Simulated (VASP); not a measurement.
# Nd2H3 (Immm) in VASP: relaxation of cell and atoms with PBE

Aim: the relaxation of cell and atoms of Nd2H3 with PBE.

Everything below comes from runs of VASP 6.6.1. Logs are shortened: lines on timing, memory, paths and dates and some standing lists are left out, and cuts for length are marked.

**1. The cell of the first run**

The structure is orthorhombic, space group Immm (No. 71). The conventional cell has a = 6.425 Å, b = 6.519 Å, c = 8.534 Å, α = 90.00°, β = 90.00°, γ = 90.00°. Within 3.1 Å of Nd (site symmetry m) lie 4 H at 2.23 to 2.35 Å and 2 Nd at 2.81 to 3.01 Å. H (site symmetry m) has 2 H at 1.58 to 2.03 Å within 2.1 Å. Within 3.0 Å of H (site symmetry mmm) lie 4 Nd at 2.25 Å. Within 2.1 Å of H (site symmetry mmm) lie 4 H at 1.58 Å.

The cell was generated, and may not be a known phase.

**2. Relaxation of cell and atoms, PBE**

File INCAR:

```
PREC = Accurate
ENCUT = 500
EDIFF = 1E-7
ISMEAR = 0
SIGMA = 0.2
LREAL = False
LASPH = True
NELM = 200
ALGO = Normal
ISIF = 3
LWAVE = False
LCHARG = False
GGA = PE
IBRION = 2
NSW = 36
EDIFFG = -0.08
GGA_COMPAT = False
NELMIN = 4
LMAXMIX = 6
```

File KPOINTS:

```
Automatic mesh
0
Gamma
  4 4 4
```

File POSCAR:

```
Nd2H3
1.0
   -3.2126208800      3.2594882900      4.2671445900
    3.2126208800     -3.2594882900      4.2671445900
    3.2126208800      3.2594882900     -4.2671445900
Nd H
4 6
Direct
    0.2693786700      0.7187152100      0.9880938800
    0.2693786700      0.2812847900      0.5506634600
    0.7306213300      0.2812847900      0.0119061200
    0.7306213300      0.7187152100      0.4493365400
    0.4857269100      0.1413070800      0.3444198300
    0.2031127600      0.8586929200      0.3444198300
    0.7968872400      0.1413070800      0.6555801700
    0.5142730900      0.8586929200      0.6555801700
    0.0000000000      0.5000000000      0.5000000000
    0.5000000000      0.0000000000      0.5000000000
```

Potentials or basis: VASP PAW PBE potentials, release 64 (Nd_3, H), 4f in core.

Started as:

```
> cat potpaw_PBE.64/Nd_3/POTCAR potpaw_PBE.64/H/POTCAR > POTCAR
> mpirun -np 1 vasp_std > vasp.out
```

OUTCAR:

```text
PREC = Accurate
   ENCUT = 500
   EDIFF = 1E-7
   ISMEAR = 0
   LREAL = False
   LASPH = True
   NELM = 200
   ISIF = 3
   GGA = PE
   IBRION = 2
   NSW = 36
   EDIFFG = -0.08
   NELMIN = 4

 ion  position               nearest neighbor table
   1  0.269  0.719  0.988-   6 2.23   5 2.23   9 2.25   2 2.81   4 3.01   4 3.51   2 3.61
   2  0.269  0.281  0.551-   5 2.23   6 2.23   9 2.25   1 2.81   3 3.01   3 3.51   1 3.61
   3  0.731  0.281  0.012-   7 2.23   8 2.23   9 2.25   4 2.81   2 3.01   2 3.51   4 3.61
   4  0.731  0.719  0.449-   8 2.23   7 2.23   9 2.25   3 2.81   1 3.01   1 3.51   3 3.61
   5  0.486  0.141  0.344-   1 2.23   2 2.23
   6  0.203  0.859  0.344-   1 2.23   2 2.23
   7  0.797  0.141  0.656-   3 2.23   4 2.23
   8  0.514  0.859  0.656-   3 2.23   4 2.23
   9  0.000  0.500  0.500-   1 2.25   2 2.25   3 2.25   4 2.25
  10  0.500  0.000  0.500-

  LATTYP: Found a body centered orthorhombic cell.
 ALAT       =     6.4252417600
 B/A-ratio  =     1.0145885281
 C/A-ratio  =     1.3282440566

  Lattice vectors:

 A1 = (  -3.2126208800,   3.2594882900,   4.2671445900)
 A2 = (   3.2126208800,  -3.2594882900,   4.2671445900)
 A3 = (   3.2126208800,   3.2594882900,  -4.2671445900)

Analysis of symmetry for initial positions (statically):
=====================================================================
 Subroutine PRICEL returns:
 Original cell was already a primitive cell.

 Routine SETGRP: Setting up the symmetry group for a
 body centered orthorhombic supercell.

 Subroutine GETGRP returns: Found  8 space group operations
 (whereof  8 operations were pure point group operations)
 out of a pool of  8 trial point group operations.

The static configuration has the point symmetry D_2h.

Analysis of symmetry for dynamics (positions and initial velocities):
=====================================================================
 Subroutine PRICEL returns:
 Original cell was already a primitive cell.

 Routine SETGRP: Setting up the symmetry group for a
 body centered orthorhombic supercell.

 Subroutine GETGRP returns: Found  8 space group operations
 (whereof  8 operations were pure point group operations)
 out of a pool of  8 trial point group operations.

The dynamic configuration has the point symmetry D_2h.

 Subroutine INISYM returns: Found  8 space group operations
 (whereof  8 operations are pure point group operations),
[... 105 lines left out ...]
   EDIFF  = 0.1E-06   stopping-criterion for ELM
   LREAL  =      F    real-space projection
   EDIFFG = -.8E-01   stopping-criterion for IOM
   NSW    =     36    number of steps for IOM
   IBRION =      2    ionic relax: 0-MD 1-quasi-New 2-CG
   NFREE  =      1    steps in history (QN), initial steepest desc. (CG)
   ISIF   =      3    stress and relaxation
   ISYM   =      2    0-nonsym 1-usesym 2-fastsym
   POTIM  = 0.5000    time-step for ionic-motion
   TEBEG  =    0.0;   TEEND  =   0.0 temperature during run
   PSTRESS=    0.0 pullay stress
   NELECT =      50.0000    total number of electrons
   NUPDOWN=      -1.0000    fix difference up-down
   EMIN   =  10.00;   EMAX   =-10.00  energy-range for DOS
   EFERMI =   0.00;   METHOD = LEGACY
   ISMEAR =     0;   SIGMA  =   0.20  broadening in eV -4-tet -1-fermi 0-gaus
   EFERMI_NEDOS =   21; number of points for ismear=-14 and -15
   IALGO  =     38    algorithm
   IMIX   =      4    mixing-type and parameters
     AMIX     =   0.40;   BMIX     =  1.00
     AMIX_MAG =   1.60;   BMIX_MAG =  1.00
  volume/ion in A,a.u.               =      17.87       120.62
  Fermi-wavevector in a.u.,A,eV,Ry     =   1.070688  2.023306 15.597335  1.146372
  Thomas-Fermi vector in A             =   2.206405
   LORBIT       =      0    0 simple, 1 ext, 2 COOP (PROOUT), +10 PAW based schemes
   GGA     = PE    functional components
   LHFCALC =     F    Hartree Fock is set to
   AEXX    =    0.0000 exact exchange contribution
   IVDW    =     0    specifies the selected vdW correction
   LEPSILON=     F    determine dielectric tensor
   LRPA    =     F    only Hartree local field effects (RPA)
 conjugate gradient relaxation of ions
 non-spin polarized calculation
 Gauss-broadening in eV      SIGMA  =   0.20
  energy-cutoff  :      500.00
  volume of cell :      178.73
 maximum number of plane-waves:      4571
 NGX is ok and might be reduce to    48
   NGX = 23   NGY = 23   NGZ = 23

--------------------------------------- Ionic step        1  -------------------------------------------

 number of electron      49.9999999 magnetization

 Free energy of the ion-electron system (eV)
  ---------------------------------------------------
  ext. energy  EPLUGINS =         0.00000000
  ---------------------------------------------------
  free energy    TOTEN  =       -35.35684099 eV

  energy without entropy =      -35.25745229  energy(sigma->0) =      -35.30714664

------------------------ aborting loop because EDIFF is reached ----------------------------------------

  FORCE on cell =-STRESS in cart. coord.  units (eV):
  Direction    XX          YY          ZZ          XY          YZ          ZX
  --------------------------------------------------------------------------------------
  -------------------------------------------------------------------------------------
  Total        7.4190563     11.2890631     -6.5415577     -0.0000000      0.0000000      0.0000000
  in kB       66.5048010    101.1957400    -58.6388585     -0.0000000      0.0000000      0.0000000
  external PRESSURE =      36.3538942 kB  Pullay stress =       0.0000000 kB
[... 113 lines left out ...]
  FREE ENERGIE OF THE ION-ELECTRON SYSTEM (eV)
  ---------------------------------------------------
  free  energy   TOTEN  =       -37.8314216397 eV

  energy  without entropy=      -37.7262805570  energy(sigma->0) =      -37.77885110

[... ionic steps 4 to 17 ...]

--------------------------------------- Ionic step       18  -------------------------------------------

 number of electron      50.0000000 magnetization

------------------------ aborting loop because EDIFF is reached ----------------------------------------
[... 83 lines left out ...]
--------------------------------------- Ionic step       20  -------------------------------------------

 number of electron      49.9999999 magnetization

 Free energy of the ion-electron system (eV)
  ---------------------------------------------------
  ext. energy  EPLUGINS =         0.00000000
  ---------------------------------------------------
  free energy    TOTEN  =       -40.95374391 eV

  energy without entropy =      -40.83644221  energy(sigma->0) =      -40.89509306

 E-fermi :   2.7830     XC(G=0):  -9.4025

 val. band max:        2.7593176582   @ k =  -0.2500  -0.2500   0.2500
 cond. band min:       2.8188116637   @ k =   0.2500   0.2500   0.0000
 fundamental gap:      0.0594940055
 Fermi energy:         2.7830285632

 k-point     1 :       0.0000    0.0000    0.0000
  band No.  band energies     occupation
      1     -35.4113      2.00000
      2     -35.3087      2.00000
      3     -35.1712      2.00000
      4     -35.1562      2.00000
      5     -17.3743      2.00000
      6     -17.3172      2.00000
[... 638 lines left out ...]
  FREE ENERGIE OF THE ION-ELECTRON SYSTEM (eV)
  ---------------------------------------------------
  free  energy   TOTEN  =       -40.9537439113 eV

  energy  without entropy=      -40.8364422079  energy(sigma->0) =      -40.89509306

 reached required accuracy - stopping structural energy minimisation
```

OSZICAR:

```text
N       E                     dE             d eps       ncg     rms          rms(c)
DAV:   1     0.421029013552E+03    0.42103E+03   -0.22940E+04  1116   0.143E+03
DAV:   2    -0.704330636541E+01   -0.42807E+03   -0.41924E+03  1256   0.373E+02
DAV:   3    -0.374795823105E+02   -0.30436E+02   -0.29961E+02  1808   0.794E+01
DAV:   4    -0.390683649849E+02   -0.15888E+01   -0.15772E+01  1676   0.170E+01
[... 254 lines left out ...]
DAV:   6    -0.409537453632E+02   -0.15553E-04   -0.56982E-05  1699   0.352E-02    0.754E-03
DAV:   7    -0.409537437814E+02    0.15819E-05   -0.35602E-06  1643   0.991E-03    0.132E-03
DAV:   8    -0.409537435692E+02    0.21213E-06   -0.10612E-07   848   0.218E-03    0.524E-04
DAV:   9    -0.409537438242E+02   -0.25498E-06   -0.22256E-08   768   0.796E-04    0.173E-04
DAV:  10    -0.409537439113E+02   -0.87081E-07   -0.91061E-09   740   0.437E-04
  20 F= -.40953744E+02 E0= -.40895093E+02  d E =-.987455E-02
```

CONTCAR:

```text
Nd2H3
   1.00000000000000
    -3.1934653932616612    3.6678358198036176    3.5778659095382306
     3.1934653932616612   -3.6678358198036176    3.5778659095382306
     3.1934653932616612    3.6678358198036176   -3.5778659095382306
  Nd              H
     4     6
Direct
     0.2501911025141940    0.7499990745650402    0.0001901770792343
     0.2501911025141940    0.2500009254349597    0.5001920279491537
     0.7498088974858059    0.2500009254349597    0.9998098229207657
     0.7498088974858059    0.7499990745650402    0.4998079720508466
     0.5123581618653641    0.2501131195444635    0.2622450423209007
     0.0121319327764381    0.7498868804555364    0.2622450423209008
     0.9878680672235618    0.2501131195444635    0.7377549576790992
     0.4876418381346356    0.7498868804555364    0.7377549576790992
     0.0000000000000000    0.5000000000000000    0.5000000000000000
     0.5000000000000000    0.0000000000000000    0.5000000000000000

  0.00000000E+00  0.00000000E+00  0.00000000E+00
  0.00000000E+00  0.00000000E+00  0.00000000E+00
  0.00000000E+00  0.00000000E+00  0.00000000E+00
  0.00000000E+00  0.00000000E+00  0.00000000E+00
  0.00000000E+00  0.00000000E+00  0.00000000E+00
  0.00000000E+00  0.00000000E+00  0.00000000E+00
  0.00000000E+00  0.00000000E+00  0.00000000E+00
  0.00000000E+00  0.00000000E+00  0.00000000E+00
  0.00000000E+00  0.00000000E+00  0.00000000E+00
  0.00000000E+00  0.00000000E+00  0.00000000E+00
```

It took 32 min on 1 thread of Intel Xeon Platinum 8259CL at 2.50GHz (Skylake/Cascade Lake), shared host; peak memory 0.38 GiB.

What came out:

| Item | Value |
| --- | --- |
| Free energy | -40.9537 eV |
| Relaxed volume | 16.76 Å³/atom |
| Relaxed cell | a = 6.038 Å, b = 6.038 Å, c = 6.038 Å, α = 116.13°, β = 105.18°, γ = 107.32° |
| Space group after relaxing (to 0.1 Å) | Cmmm (No. 65) |
| Energy gained by relaxing | 559.7 meV/atom |
| Ionic steps | 20 |
| Pressure after relaxing | 0.1 GPa |
| Largest force after relaxing | 0.070 eV/Å |
| Band gap on the k mesh | zero (bands 25 and 26 overlap by 1.62 eV) |

Forces in eV/Å, atoms in the order of the input:
```
Nd  -0.002 -0.010  0.000
Nd   0.002 -0.010  0.000
Nd   0.002  0.010  0.000
Nd  -0.002  0.010  0.000
H    0.000 -0.070 -0.003
H    0.000 -0.070  0.003
H    0.000  0.070 -0.003
H    0.000  0.070  0.003
H    0.000  0.000  0.000
H    0.000  0.000  0.000
```

Stress tensor (GPa, compression positive):
```
 0.16  0.00  0.00
 0.00 -0.15  0.00
 0.00  0.00  0.27
```

The path:
```tsv
step	energy change (eV)	largest force (eV/Å)	pressure (GPa)	volume (Å³)
1	0.0000	2.9904	3.64	178.73
2	-2.0498	0.9978	0.37	189.05
3	-2.4746	0.9848	-0.36	196.06
4	-2.4783	0.9948	-0.37	196.71
5	-2.7857	0.9174	-1.54	196.47
6	-3.3500	0.8037	-4.06	195.30
7	-3.5800	1.5353	-4.49	191.06
8	-3.7399	1.5402	-3.76	187.80
9	-3.9503	1.6561	-0.88	178.24
10	-4.1840	1.4267	-0.91	177.09
11	-4.7246	0.8170	-0.73	173.58
12	-4.9521	1.6568	1.12	166.37
13	-5.0217	1.0043	0.17	169.05
14	-5.2926	0.8577	-0.07	168.14
15	-5.5164	0.5876	0.24	165.81
16	-5.5174	0.5979	0.19	165.98
17	-5.5803	0.1551	0.12	166.46
18	-5.5870	0.1242	0.13	166.67
19	-5.5937	0.0808	0.11	167.09
20	-5.5969	0.0696	0.09	167.63
```

Final structure:
```
Nd H
1.0
    -3.19347    3.66784    3.57787
     3.19347   -3.66784    3.57787
     3.19347    3.66784   -3.57787
Nd H
4 6
Direct
  0.25019 0.75000 0.00019
  0.25019 0.25000 0.50019
  0.74981 0.25000 0.99981
  0.74981 0.75000 0.49981
  0.51236 0.25011 0.26225
  0.01213 0.74989 0.26225
  0.98787 0.25011 0.73775
  0.48764 0.74989 0.73775
  0.00000 0.50000 0.50000
  0.50000 0.00000 0.50000
```

Levels at points of the mesh, in eV from the Fermi level:
| k point | band 22 | band 23 | band 24 | band 25 | band 26 | band 27 | band 28 | band 29 |
| --- | --- | --- | --- | --- | --- | --- | --- | --- |
| (0.00, 0.00, 0.00) | -2.30 | -1.80 | -1.74 | -0.95 | -0.66 | 0.08 | 0.51 | 1.65 |
| (0.50, 0.00, 0.00) | -3.32 | -0.45 | -0.45 | -0.35 | -0.35 | 1.09 | 1.10 | 1.36 |
| (0.00, 0.50, 0.00) | -3.49 | -0.76 | -0.76 | 0.39 | 0.39 | 1.32 | 1.32 | 1.95 |
| (0.50, 0.50, 0.00) | -3.19 | -0.38 | 0.06 | 0.13 | 0.71 | 0.73 | 0.75 | 1.80 |
| (0.50, 0.50, 0.50) | -1.86 | -1.16 | -0.95 | -0.55 | -0.43 | 0.05 | 0.13 | 1.23 |

Caveat: spin-orbit coupling is left out, which moves the levels of the heavy elements; the 4f electrons are frozen in the core, so they carry no moment and show no levels; the relaxation stopped at a loose force limit of 0.08 eV/Å, so its end isn't a converged minimum. Spin polarisation is off, so any magnetic state and its effect on volume and gap are missing.

The gap in the log of VASP goes by the Fermi energy; the results here count the filled bands.